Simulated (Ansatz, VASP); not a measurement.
**InS4: VASP beside Ansatz**

```xyz
5
Lattice="4.9468 0.0000 0.0000 0.0000 4.9468 0.0000 0.0000 0.0000 4.9468" Properties=species:S:1:pos:R:3 pbc="T T T"
In    2.4734    2.4734    2.4734
S     2.4734    0.0000    0.0000
S     0.0000    2.4734    0.0000
S     0.0000    0.0000    2.4734
S     0.0000    0.0000    0.0000
```

Alike in both runs: task single point; functional PBE; k mesh 4 × 4 × 4; occupations gaussian, width 0.1 eV; no spin polarisation.

|  | VASP | Ansatz |
| --- | --- | --- |
| version | VASP 6.6.1 | Ansatz 0.2.0 |
| potentials or method | VASP PAW PBE potentials, release 64 (In_d, S), cutoff 520 eV | scalar-relativistic, plane waves, PAW |
| valence electrons in the cell | 37 | 37 |

Ansatz gave:

| Item | Value |
| --- | --- |
| gap on the k mesh at the Fermi level (eV) | none |
| pressure (GPa) | -6.3 |

Question: What did VASP give for the same quantities?

Answer: gap on the k mesh at the Fermi level (eV): none; pressure (GPa): -6.4.

A gap of «none» marks a metal or a gap that the smearing closes. The functional is the same, so the differences come from potentials, cutoffs and numerics.
